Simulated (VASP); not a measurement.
Here is a VASP 6.6.1 calculation.

File POSCAR:

```
SiSe
1.0
    3.5952000000      0.0000000000      0.0000000000
   -1.7976000000      3.1135300000      0.0000000000
    0.0000000000      0.0000000000      3.5987300000
Si Se
1 1
Direct
    0.6666700000      0.3333300000      0.5000000000
    0.0000000000      0.0000000000      0.0000000000
```

File INCAR.step1:

```
ALGO = Normal
EDIFF = 1E-4
ENCUT = 520
GGA = PE
GGA_COMPAT = F
ISMEAR = 0
LASPH = T
LCHARG = F
LREAL = F
LSORBIT = T
LWAVE = T
MAGMOM = 0 0 0 0 0 0
NBANDS = 22
NELM = 150
PREC = Accurate
SIGMA = 0.05
```

The input INCAR.step2:

```
ALGO = Normal
EDIFF = 1E-7
ENCUT = 520
GGA_COMPAT = F
ISIF = 2
ISMEAR = 0
ISTART = 1
LASPH = T
LCHARG = F
LMIXTAU = T
LORBIT = 11
LORBMOM = T
LREAL = F
LSORBIT = T
LWAVE = F
MAGMOM = 0 0 0 0 0 0
METAGGA = R2SCAN
NBANDS = 22
NELM = 150
PREC = Accurate
SIGMA = 0.05
```

The input KPOINTS:

```
k-points
0
Gamma
  8 8 7
```

Potentials or basis: VASP PAW PBE potentials, release 64 (Si, Se).

Command:

```console
$ cat potpaw_PBE.64/Si/POTCAR potpaw_PBE.64/Se/POTCAR > POTCAR
$ cp INCAR.step1 INCAR
$ mpirun -np 1 vasp_ncl > vasp.out
$ cp INCAR.step2 INCAR
$ mpirun -np 1 vasp_ncl > vasp.out
```

**Question.** Predict the pressure.

**Answer.** 0.0 GPa.

**Question.** Estimate the net moment.

**Answer.** 0.00 μB per cell.

Moments on the atoms (μB; x, y, z):
```
Si  0.00 0.00 0.00
Se  0.00 0.00 0.00
```

Caveat: the PAW data sets were made with another functional, which shifts forces and pressure a little.
